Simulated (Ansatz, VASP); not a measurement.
Si3N4: VASP beside Ansatz

The input INCAR:

```
SYSTEM = Si3N4
PREC = Accurate ; ENCUT = 600
EDIFF = 1E-7 ; ISMEAR = -1
SIGMA = 0.05 ; LREAL = .False.
LASPH = .True. ; NELM = 100
ALGO = Normal ; ISIF = 3
LWAVE = .False. ; LCHARG = .False.
IBRION = 2 ; NSW = 60
EDIFFG = -0.01
```

The input KPOINTS:

```
Automatic mesh
0
Gamma
  7 7 7
  0 0 0
```

File POSCAR:

```
Si3N4
1.0
    4.1307800000      0.0000000000      0.0000000000
    0.0000000000      4.1307800000      0.0000000000
    0.0000000000      0.0000000000      4.1307800000
Si N
3 4
Direct
    0.0000000000      0.0000000000      0.5000000000
    0.5000000000      0.0000000000      0.0000000000
    0.0000000000      0.5000000000      0.0000000000
    0.2395200000      0.2395200000      0.7604800000
    0.7604800000      0.7604800000      0.7604800000
    0.2395200000      0.7604800000      0.2395200000
    0.7604800000      0.2395200000      0.2395200000
```

Contents of input.yaml:

```yaml
crystal:
  lattice:
    - [4.13078, 0.0, 0.0]
    - [0.0, 4.13078, 0.0]
    - [0.0, 0.0, 4.13078]
  atoms:
    - { symbol: Si, position: [0.0, 0.0, 0.5] }
    - { symbol: Si, position: [0.5, 0.0, 0.0] }
    - { symbol: Si, position: [0.0, 0.5, 0.0] }
    - { symbol: "N", position: [0.23952, 0.23952, 0.76048] }
    - { symbol: "N", position: [0.76048, 0.76048, 0.76048] }
    - { symbol: "N", position: [0.23952, 0.76048, 0.23952] }
    - { symbol: "N", position: [0.76048, 0.23952, 0.23952] }
hamiltonian:
  xc: lda
  pseudopotentials: { kind: paw }
kpoints:
  mp_grid: { grid: [7, 7, 7] }
scf:
  occupations: { method: fermi_dirac, width: 0.05 }
output:
  forces: true
  stress: true
  eigenvalues: true
relax:
  f_tol: 0.01
  max_steps: 40
  cell: { stress_tol: 0.05 }
```

Alike in both runs: task relaxation of cell and atoms; functional LDA; k mesh 7 × 7 × 7; occupations fermi-dirac, width 0.05 eV; no spin polarisation.

|  | VASP | Ansatz |
| --- | --- | --- |
| version | VASP 6.6.1 | Ansatz 0.2.0 |
| potentials or method | VASP PAW LDA potentials, release 64 (Si, N) | Ansatz PAW |
| plane-wave cutoff (eV) | 600 | 420 |
| valence electrons in the cell | 32 | 32 |

|  | VASP | Ansatz | Ansatz less VASP |
| --- | --- | --- | --- |
| gap on the k mesh at the Fermi level, each at its own relaxed structure (eV) | 2.65 | 2.67 | +0.023 |
| relaxed volume (Å³/atom) | 9.70 | 9.69 | -0.011 |
| relaxed cell length with the largest relative difference (Å) | 4.079 | 4.078 | -0.0015 |

LDA's correlation is that of Perdew and Zunger in VASP and of Perdew and Wang (1992) in Ansatz.

Noted on Ansatz's run: odd divisions of the mesh miss points on the zone boundary, where band edges often lie, so the gap on the mesh can be too wide; the plane-wave basis is chosen anew once the cell has moved, so the energies of steps on either side of that aren't comparable.
